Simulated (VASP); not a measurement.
# HPt6 in VASP: further runs

The runs below take HPt6 through single point, with PBE.

Everything below comes from runs of VASP 6.6.1. Logs are shortened: lines on timing, memory, paths and dates and some standing lists are left out, and cuts for length are marked.

**1. The cell of the first run**

The cell holds a slab with vacuum, 14 atoms: a = 5.615 Å, b = 5.615 Å, c = 22.620 Å, α = 90.00°, β = 90.00°, γ = 120.00°.

**2. Single point, PBE**

Input file INCAR:

```
PREC     = Accurate       # precision mode
ENCUT    = 520            # plane-wave cutoff, eV
EDIFF    = 1E-7           # SCF threshold, eV
ISMEAR   = 0              # smearing method
SIGMA    = 0.1            # smearing width, eV
LREAL    = False          # projectors in reciprocal space
LASPH    = True           # aspherical terms in the spheres
NELM     = 100            # most SCF steps
ALGO     = Normal         # electronic algorithm
ISIF     = 2              # what is computed and relaxed
LWAVE    = False          # write WAVECAR
LCHARG   = True           # write CHGCAR
LDIPOL   = True         
IDIPOL   = 3            
DIPOL    = 0.5 0.5 0.296
GGA      = PE             # functional
LELF     = True           # ELF
LVHAR    = True         
LVACPOTAV= True         
NBANDS   = 74             # bands
```

Input file KPOINTS:

```
regular mesh
0
Gamma
  6 6 1
```

Input file POSCAR:

```
HPt6
1.0
    5.6145835605      0.0000000000      0.0000000000
   -2.8072917802      4.8623719950      0.0000000000
    0.0000000000      0.0000000000     22.6197373747
Pt H
12 2
Direct
    0.3333333333      0.1666666667      0.1768367127
    0.3333333333      0.6666666667      0.1768367127
    0.8333333333      0.1666666667      0.1768367127
    0.8333333333      0.6666666667      0.1768367127
    0.1666666667      0.3333333333      0.2789580515
    0.1666666667      0.8333333333      0.2789580515
    0.6666666667      0.3333333333      0.2789580515
    0.6666666667      0.8333333333      0.2789580515
    0.0000000000      0.0000000000      0.3810715055
    0.0000000000      0.5000000000      0.3810715055
    0.5000000000      0.0000000000      0.3810715055
    0.5000000000      0.5000000000      0.3810715055
    0.1549332300      0.3098664600      0.4009656357
    0.3450667700      0.6901335400      0.4009656357
```

Potentials or basis: VASP PAW PBE potentials, release 64 (Pt, H).

On the command line:

```console
$ cat potpaw_PBE.64/Pt/POTCAR potpaw_PBE.64/H/POTCAR > POTCAR
$ mpirun -np 1 vasp_std > vasp.out
```

OUTCAR:

```text
PREC = Accurate
   ENCUT = 520
   EDIFF = 1E-7
   ISMEAR = 0
   LREAL = False
   LASPH = True
   NELM = 100
   ISIF = 2
   GGA = PE

 ion  position               nearest neighbor table
   1  0.333  0.167  0.177-   2 2.81   2 2.81   4 2.81   4 2.81   3 2.81   3 2.81   5 2.82   6 2.82
                             7 2.82
   2  0.333  0.667  0.177-   1 2.81   1 2.81   3 2.81   3 2.81   4 2.81   4 2.81   6 2.82   5 2.82
                             8 2.82
   3  0.833  0.167  0.177-   4 2.81   4 2.81   2 2.81   2 2.81   1 2.81   1 2.81   7 2.82   8 2.82
                             5 2.82
   4  0.833  0.667  0.177-   3 2.81   3 2.81   1 2.81   1 2.81   2 2.81   2 2.81   8 2.82   7 2.82
                             6 2.82
   5  0.167  0.333  0.279-   6 2.81   6 2.81   8 2.81   8 2.81   7 2.81   7 2.81   9 2.82  12 2.82
                            10 2.82   1 2.82   2 2.82   3 2.82
   6  0.167  0.833  0.279-   5 2.81   5 2.81   7 2.81   7 2.81   8 2.81   8 2.81  10 2.82  11 2.82
                             9 2.82   2 2.82   1 2.82   4 2.82
   7  0.667  0.333  0.279-   8 2.81   8 2.81   6 2.81   6 2.81   5 2.81   5 2.81  11 2.82  10 2.82
                            12 2.82   3 2.82   4 2.82   1 2.82
   8  0.667  0.833  0.279-   7 2.81   7 2.81   5 2.81   5 2.81   6 2.81   6 2.81  12 2.82   9 2.82
                            11 2.82   4 2.82   3 2.82   2 2.82
   9  0.000  0.000  0.381-  13 1.57  10 2.81  10 2.81  12 2.81  12 2.81  11 2.81  11 2.81   5 2.82
                             8 2.82   6 2.82
  10  0.000  0.500  0.381-  13 1.74  14 1.74   9 2.81   9 2.81  11 2.81  11 2.81  12 2.81  12 2.81
                             6 2.82   7 2.82   5 2.82
  11  0.500  0.000  0.381-  14 1.57  12 2.81  12 2.81  10 2.81  10 2.81   9 2.81   9 2.81   7 2.82
                             6 2.82   8 2.82
  12  0.500  0.500  0.381-  14 1.74  13 1.74  11 2.81  11 2.81   9 2.81   9 2.81  10 2.81  10 2.81
                             8 2.82   5 2.82   7 2.82
  13  0.155  0.310  0.401-   9 1.57  10 1.74  12 1.74
  14  0.345  0.690  0.401-  11 1.57  12 1.74  10 1.74

  LATTYP: Found a hexagonal cell.
 ALAT       =     5.6145835605
 C/A-ratio  =     4.0287471245

  Lattice vectors:

 A1 = (   5.6145835605,   0.0000000000,   0.0000000000)
 A2 = (  -2.8072917802,   4.8623719950,   0.0000000000)
 A3 = (   0.0000000000,   0.0000000000,  22.6197373747)

Analysis of symmetry for initial positions (statically):
=====================================================================
 Subroutine PRICEL returns:
 Original cell was already a primitive cell.

 Routine SETGRP: Setting up the symmetry group for a
 hexagonal supercell.

 Subroutine GETGRP returns: Found  2 space group operations
 (whereof  2 operations were pure point group operations)
 out of a pool of 24 trial point group operations.

The static configuration has the point symmetry C_1h.

Analysis of symmetry for dynamics (positions and initial velocities):
=====================================================================
 Subroutine PRICEL returns:
 Original cell was already a primitive cell.

 Routine SETGRP: Setting up the symmetry group for a
 hexagonal supercell.

 Subroutine GETGRP returns: Found  2 space group operations
 (whereof  2 operations were pure point group operations)
 out of a pool of 24 trial point group operations.

The dynamic configuration has the point symmetry C_1h.

 Subroutine INISYM returns: Found  2 space group operations
 (whereof  2 operations are pure point group operations),
 and found     1 'primitive' translations

----------------------------------------------------------------------------------------

                                     Primitive cell

  volume of cell :     617.5232

  direct lattice vectors                    reciprocal lattice vectors
     5.614583560  0.000000000  0.000000000     0.178107599  0.102830470  0.000000000
    -2.807291780  4.862371995  0.000000000     0.000000000  0.205660941  0.000000000
     0.000000000  0.000000000 22.619737375     0.000000000  0.000000000  0.044209178

  length of vectors
     5.614583560  5.614583560 22.619737375     0.205660941  0.205660941  0.044209178

  position of ions in fractional coordinates (direct lattice)
     0.333333333  0.166666667  0.176836713
     0.333333333  0.666666667  0.176836713
     0.833333333  0.166666667  0.176836713
     0.833333333  0.666666667  0.176836713
     0.166666667  0.333333333  0.278958051
     0.166666667  0.833333333  0.278958051
     0.666666667  0.333333333  0.278958051
     0.666666667  0.833333333  0.278958051
     0.000000000  0.000000000  0.381071506
     0.000000000  0.500000000  0.381071506
     0.500000000  0.000000000  0.381071506
     0.500000000  0.500000000  0.381071506
     0.154933230  0.309866460  0.400965636
     0.345066770  0.690133540  0.400965636

  ion indices of the primitive-cell ions
   primitive index   ion index
                 1           1
                 2           2
                 3           3
                 4           4
                 5           5
                 6           6
                 7           7
                 8           8
                 9           9
                10          10
                11          11
                12          12
                13          13
                14          14

----------------------------------------------------------------------------------------

 KPOINTS: regular mesh

Automatic generation of k-mesh.
 Grid dimensions read from file:
 generate k-points for:    6    6    1

 Generating k-lattice:

  Cartesian coordinates                     Fractional coordinates (reciprocal lattice)
     0.029684600  0.017138412  0.000000000     0.166666667  0.000000000  0.000000000
     0.000000000  0.034276824  0.000000000     0.000000000  0.166666667  0.000000000
     0.000000000  0.000000000  0.044209178     0.000000000  0.000000000  1.000000000

  Length of vectors
     0.034276824  0.034276824  0.044209178

  Shift w.r.t. Gamma in fractional coordinates (k-lattice)
     0.000000000  0.000000000  0.000000000

 Subroutine IBZKPT returns following result:
 ===========================================

 Found     13 irreducible k-points:

 Following reciprocal coordinates:
            Coordinates               Weight
  0.000000  0.000000  0.000000      1.000000
  0.166667  0.000000  0.000000      4.000000
  0.000000  0.166667  0.000000      2.000000
  0.333333  0.000000  0.000000      4.000000
  0.000000  0.333333  0.000000      2.000000
  0.500000  0.000000  0.000000      2.000000
  0.000000  0.500000  0.000000      1.000000
  0.166667  0.166667  0.000000      4.000000
 -0.333333  0.166667  0.000000      2.000000
  0.333333  0.166667  0.000000      4.000000
 -0.166667  0.500000  0.000000      4.000000
  0.500000  0.333333  0.000000      4.000000
  0.333333  0.333333  0.000000      2.000000
   k-points           NKPTS =     13   k-points in BZ     NKDIM =     13   number of bands    NBANDS=     74
   number of dos      NEDOS =    301   number of ions     NIONS =     14
   total plane-waves  NPLWV = 296352
   dimension x,y,z NGX =    42 NGY =   42 NGZ =  168
   dimension x,y,z NGXF=    84 NGYF=   84 NGZF=  336
   ions per type =              12   2
   NGX,Y,Z   is equivalent  to a cutoff of  12.44, 12.44, 12.35 a.u.
   NGXF,Y,Z  is equivalent  to a cutoff of  24.87, 24.87, 24.69 a.u.
 SYSTEM =  unknown system
   PREC   = accura    normal or accurate (medium, high low for compatibility)
   ISTART =      0    job   : 0-new  1-cont  2-samecut
   ICHARG =      2    charge: 1-file 2-atom 10-const
   ISPIN  =      1    spin polarized calculation?
   LNONCOLLINEAR =      F non collinear calculations
   LSORBIT =      F    spin-orbit coupling
   LASPH  =      T    aspherical Exc in radial PAW
   ENCUT  =  520.0 eV  38.22 Ry    6.18 a.u.  10.44 10.44 42.06*2*pi/ulx,y,z
   NELM   =    100;   NELMIN=  2; NELMDL= -5     # of ELM steps
   EDIFF  = 0.1E-06   stopping-criterion for ELM
   LREAL  =      F    real-space projection
   EDIFFG = 0.1E-05   stopping-criterion for IOM
   NSW    =      0    number of steps for IOM
   IBRION =     -1    ionic relax: 0-MD 1-quasi-New 2-CG
   NFREE  =      0    steps in history (QN), initial steepest desc. (CG)
   ISIF   =      2    stress and relaxation
   ISYM   =      2    0-nonsym 1-usesym 2-fastsym
   POTIM  = 0.5000    time-step for ionic-motion
   TEBEG  =    0.0;   TEEND  =   0.0 temperature during run
   PSTRESS=    0.0 pullay stress
   NELECT =     122.0000    total number of electrons
   NUPDOWN=      -1.0000    fix difference up-down
   EMIN   =  10.00;   EMAX   =-10.00  energy-range for DOS
   EFERMI =   0.00;   METHOD = LEGACY
   ISMEAR =     0;   SIGMA  =   0.10  broadening in eV -4-tet -1-fermi 0-gaus
   EFERMI_NEDOS =   21; number of points for ismear=-14 and -15
   IALGO  =     38    algorithm
   IMIX   =      4    mixing-type and parameters
     AMIX     =   0.40;   BMIX     =  1.00
     AMIX_MAG =   1.60;   BMIX_MAG =  1.00
  volume/ion in A,a.u.               =      44.11       297.66
  Fermi-wavevector in a.u.,A,eV,Ry     =   0.953477  1.801811 12.369314  0.909119
  Thomas-Fermi vector in A             =   2.082136
   LORBIT       =      0    0 simple, 1 ext, 2 COOP (PROOUT), +10 PAW based schemes
   GGA     = PE    functional components
   LHFCALC =     F    Hartree Fock is set to
   AEXX    =    0.0000 exact exchange contribution
   IVDW    =     0    specifies the selected vdW correction
   LEPSILON=     F    determine dielectric tensor
   LRPA    =     F    only Hartree local field effects (RPA)
 non-spin polarized calculation
 Gauss-broadening in eV      SIGMA  =   0.10
  energy-cutoff  :      520.00
  volume of cell :      617.52
 maximum number of plane-waves:     16729
 NGX is ok and might be reduce to    42
   NGX = 21   NGY = 21   NGZ = 85

 dipolmoment           0.000000      0.000000      0.012086 electrons x Angstroem

 number of electron     121.9999984 magnetization

 dipolmoment           0.000000      0.000000     -0.023700 electrons x Angstroem

 Free energy of the ion-electron system (eV)
  ---------------------------------------------------
  ext. energy  EPLUGINS =         0.00000000
  ---------------------------------------------------
  free energy    TOTEN  =       -74.48557359 eV

  energy without entropy =      -74.34301915  energy(sigma->0) =      -74.41429637

 E-fermi :  -0.7826     XC(G=0):  -4.8685

 val. band max:       -0.7910041064   @ k =  -0.3333   0.1667   0.0000
 cond. band min:      -0.7806723214   @ k =   0.5000   0.0000   0.0000
 fundamental gap:      0.0103317850
 Fermi energy:        -0.7826295524

 k-point     1 :       0.0000    0.0000    0.0000
  band No.  band energies     occupation
      1     -11.2443      2.00000
      2      -9.4760      2.00000
      3      -9.1875      2.00000
      4      -7.5336      2.00000
      5      -7.0551      2.00000
      6      -6.9733      2.00000
[... 65 lines left out ...]
     72       2.0974      0.00000
     73       2.1003      0.00000
[... 910 lines left out ...]
     72       4.2520      0.00000
     73       4.4896      0.00000
 [bands above 73 left out]

------------------------ aborting loop because EDIFF is reached ----------------------------------------

  FORCE on cell =-STRESS in cart. coord.  units (eV):
  Direction    XX          YY          ZZ          XY          YZ          ZX
  --------------------------------------------------------------------------------------
  -------------------------------------------------------------------------------------
  Total       -9.1669050     -3.5756231      4.8450484     -0.0000000     -0.2011406     -0.0000000
  in kB      -23.7837331     -9.2770313     12.5705829     -0.0000000     -0.5218636     -0.0000000
  external PRESSURE =      -6.8300605 kB  Pullay stress =       0.0000000 kB

 VOLUME and BASIS-vectors are now :
 -----------------------------------------------------------------------------
  energy-cutoff  :      520.00
  volume of cell :      617.52
      direct lattice vectors                 reciprocal lattice vectors
     5.614583560  0.000000000  0.000000000     0.178107599  0.102830470  0.000000000
    -2.807291780  4.862371995  0.000000000     0.000000000  0.205660941  0.000000000
     0.000000000  0.000000000 22.619737375     0.000000000  0.000000000  0.044209178

 POSITION                                       TOTAL-FORCE (eV/Angst)
 -----------------------------------------------------------------------------------
      1.40365      0.81040      4.00000         0.033352      0.007486     -0.036222
     -0.00000      3.24158      4.00000         0.000000      0.017262     -0.030083
      4.21094      0.81040      4.00000        -0.033352      0.007486     -0.036222
      2.80729      3.24158      4.00000         0.000000      0.001293     -0.022694
      0.00000      1.62079      6.30996        -0.000000     -0.060614     -0.563968
     -1.40365      4.05198      6.30996        -0.015560      0.029060     -0.278293
      2.80729      1.62079      6.30996         0.000000      0.001547     -0.143293
      1.40365      4.05198      6.30996         0.015560      0.029060     -0.278293
      0.00000      0.00000      8.61974        -0.000000     -2.727206     -0.652744
     -1.40365      2.43119      8.61974        -2.523629     -0.042409     -0.321965
      2.80729      0.00000      8.61974         0.000000      2.886958     -0.733512
      1.40365      2.43119      8.61974         2.523629     -0.042409     -0.321965
      0.00000      1.50669      9.06974         0.000000      0.775063      1.761032
      0.00000      3.35569      9.06974        -0.000000     -0.882578      1.658225
 -----------------------------------------------------------------------------------
    total drift:                               -0.000000      0.000004      0.000003

  FREE ENERGIE OF THE ION-ELECTRON SYSTEM (eV)
  ---------------------------------------------------
  free  energy   TOTEN  =       -74.4855735911 eV

  energy  without entropy=      -74.3430191523  energy(sigma->0) =      -74.41429637

 vacuum level on the upper side and lower side of the slab         4.906         5.063
```

It took 14 min on 1 thread of AMD EPYC 9R45 (Zen 5), shared host; peak memory 0.82 GiB.

Results:

| Quantity | Value |
| --- | --- |
| Free energy | -74.4856 eV |
| Largest force | 2.979 eV/Å |
| Band gap on the k mesh | zero (bands 61 and 62 overlap by 0.56 eV) |

Forces in eV/Å, atoms in the order of the input:
```
Pt   0.033  0.007 -0.036
Pt   0.000  0.017 -0.030
Pt  -0.033  0.007 -0.036
Pt   0.000  0.001 -0.023
Pt   0.000 -0.061 -0.564
Pt  -0.016  0.029 -0.278
Pt   0.000  0.002 -0.143
Pt   0.016  0.029 -0.278
Pt   0.000 -2.727 -0.653
Pt  -2.524 -0.042 -0.322
Pt   0.000  2.887 -0.734
Pt   2.524 -0.042 -0.322
H    0.000  0.775  1.761
H    0.000 -0.883  1.658
```

Caveat: spin-orbit coupling is left out, which moves the levels of the heavy elements.

**3. Single point, PBE**

Input file INCAR:

```
SYSTEM = HPt6
PREC = Accurate ; ENCUT = 520
EDIFF = 1E-7 ; ISMEAR = 0
SIGMA = 0.1 ; LREAL = .False.
LASPH = .True. ; NELM = 80
ALGO = Normal ; ISIF = 2
LWAVE = .False. ; LCHARG = .False.
LDIPOL = .True. ; IDIPOL = 3
DIPOL = 0.5 0.5 0.296 ; GGA = PE
NBANDS = 74
```

Input file KPOINTS:

```
Automatic mesh
0
Gamma
  6 6 1
  0 0 0
```

POSCAR: that of step 2 with these lines changed.

```diff
@@ -20,3 +20,3 @@
     0.5000000000      0.5000000000      0.3810715055
-    0.1549332300      0.3098664600      0.4009656357
-    0.3450667700      0.6901335400      0.4009656357
+    0.2027493988      0.4054987976      0.4009656357
+    0.2972506012      0.5945012024      0.4009656357
```

Potentials or basis: VASP PAW PBE potentials, release 64 (Pt, H).

On the command line:

```console
$ cat potpaw_PBE.64/Pt/POTCAR potpaw_PBE.64/H/POTCAR > POTCAR
$ mpirun -np 1 vasp_std > vasp.out
```

It took 23 min on 1 thread of Intel Xeon 6975P-C (Granite Rapids), shared host; peak memory 0.86 GiB.

It converged, with:

```
Free energy            : -72.7071 eV
Largest force          : 6.844 eV/Å
Band gap on the k mesh : zero (bands 61 and 62 overlap by 0.57 eV)
```

Forces on the atoms (eV/Å):
```
Pt   0.011  0.012 -0.094
Pt   0.000  0.016 -0.004
Pt  -0.011  0.012 -0.094
Pt   0.000 -0.030  0.054
Pt   0.000 -0.123 -0.559
Pt  -0.027  0.115 -0.224
Pt   0.000 -0.116 -0.125
Pt   0.027  0.115 -0.224
Pt   0.000 -0.849 -0.160
Pt  -6.665 -0.056 -1.555
Pt   0.000  0.903 -0.259
Pt   6.665 -0.056 -1.555
H    0.000 -4.712  2.455
H    0.000  4.768  2.345
```

Levels at points of the mesh, in eV from the Fermi level:
```tsv
k point	band 57	band 58	band 59	band 60	band 61	band 62	band 63	band 64	band 65	band 66
(0.00, 0.00, 0.00)	0.13	0.21	0.28	0.30	0.33	0.59	0.60	0.61	0.68	0.83
(0.50, 0.00, 0.00)	-0.65	-0.62	-0.21	-0.16	-0.02	0.01	0.23	0.26	1.41	1.54
(0.00, 0.50, 0.00)	-0.69	-0.57	-0.39	-0.12	-0.09	0.05	0.21	0.26	1.06	1.63
```

Caveat: spin-orbit coupling is left out, which moves the levels of the heavy elements.

**4. Single point, PBE**

Input file INCAR:

```
ALGO = Normal
DIPOL = 0.5 0.5 0.302
EDIFF = 1E-6
ENCUT = 520
GGA = PE
IDIPOL = 3
ISIF = 2
ISMEAR = 0
LASPH = True
LCHARG = True
LDIPOL = True
LELF = True
LREAL = False
LVACPOTAV = True
LVHAR = True
LWAVE = False
NBANDS = 74
NELM = 100
PREC = Accurate
SIGMA = 0.1
```

Input file KPOINTS:

```
k-points
0
Gamma
  6 6 1
```

POSCAR: that of step 3 with these lines changed.

```diff
@@ -20,3 +20,3 @@
     0.5000000000      0.5000000000      0.3810715055
-    0.2027493988      0.4054987976      0.4009656357
-    0.2972506012      0.5945012024      0.4009656357
+    0.2114385736      0.4228771471      0.4434064467
+    0.2885614264      0.5771228529      0.4434064467
```

On the command line:

```console
$ cat potpaw_PBE.64/Pt/POTCAR potpaw_PBE.64/H/POTCAR > POTCAR
$ mpirun -np 1 vasp_std > vasp.out
```

Run time: 29 min. Hardware: 1 thread of Intel Xeon Platinum 8488C (Sapphire Rapids), shared host; peak memory 0.86 GiB.

It converged, with:

- Free energy: -74.3297 eV
- Largest force: 3.212 eV/Å
- Band gap on the k mesh: zero (bands 61 and 62 overlap by 0.73 eV)

Forces in eV/Å, atoms in the order of the input:
```
Pt   0.052  0.008 -0.064
Pt   0.000  0.020  0.055
Pt  -0.052  0.008 -0.064
Pt   0.000 -0.013  0.125
Pt   0.000 -0.117 -0.360
Pt  -0.005  0.094 -0.084
Pt   0.000  0.061  0.315
Pt   0.005  0.094 -0.084
Pt   0.000 -0.343 -0.174
Pt  -0.454 -0.071  0.216
Pt   0.000  0.343 -0.225
Pt   0.454 -0.071  0.216
H    0.000 -3.211  0.066
H    0.000  3.199  0.063
```

Levels at points of the mesh, in eV from the Fermi level:
```
           k point  band 57  band 58  band 59  band 60  band 61  band 62  band 63  band 64  band 65  band 66
(0.00, 0.00, 0.00)     0.21     0.22     0.38     0.44     0.48     0.57     0.58     0.58     0.92     1.00
(0.50, 0.00, 0.00)    -0.73    -0.70    -0.28    -0.18    -0.02     0.01     0.18     0.27     0.39     1.42
(0.00, 0.50, 0.00)    -0.71    -0.63    -0.29    -0.15    -0.06     0.04     0.10     0.24     0.26     1.55
```

Caveat: spin-orbit coupling is left out, which moves the levels of the heavy elements.

(Continued in part 2 of 2.)
